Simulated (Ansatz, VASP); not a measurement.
Sb: VASP beside Ansatz

```
Sb
1.0
     3.16000    0.00000    0.00000
     0.00000    3.16000    0.00000
     0.00000    0.00000    3.16000
Sb
1
Cartesian
  0.0000 0.0000 0.0000
```

Alike in both runs: task relaxation of cell and atoms; functional PBEsol-based global hybrid with a share of 0.25 of exact exchange; k mesh 4 × 4 × 4; occupations fermi-dirac, width 0.05 eV; no spin polarisation.

|  | VASP | Ansatz |
| --- | --- | --- |
| version | VASP 6.6.1 | Ansatz 0.2.0 |
| potentials or method | VASP PAW PBE potentials, release 64 (Sb_d_GW) | Ansatz PAW |
| plane-wave cutoff (eV) | 500 | 420 |
| valence electrons in the cell | 15 | 15 |

Ansatz gave:

* gap on the k mesh at the Fermi level, each at its own relaxed structure (eV): none
* relaxed volume (Å³/atom): 27.55
* relaxed length of the cell vector where the two differ most in proportion (Å): 3.020

Estimate VASP's values.

gap on the k mesh at the Fermi level, each at its own relaxed structure (eV): none; relaxed volume (Å³/atom): 27.48; relaxed length of the cell vector where the two differ most in proportion (Å): 3.018.

VASP's potentials were made for PBE, not for PBEsol-based global hybrid. A gap of «none» marks a metal or a gap that the smearing closes.

The k mesh is coarse, so the values compare programs but aren't converged. Neither program's run includes spin-orbit coupling. Noted on Ansatz's run: the plane-wave basis is chosen anew once the cell has moved, so the energies of steps on either side of that aren't comparable.
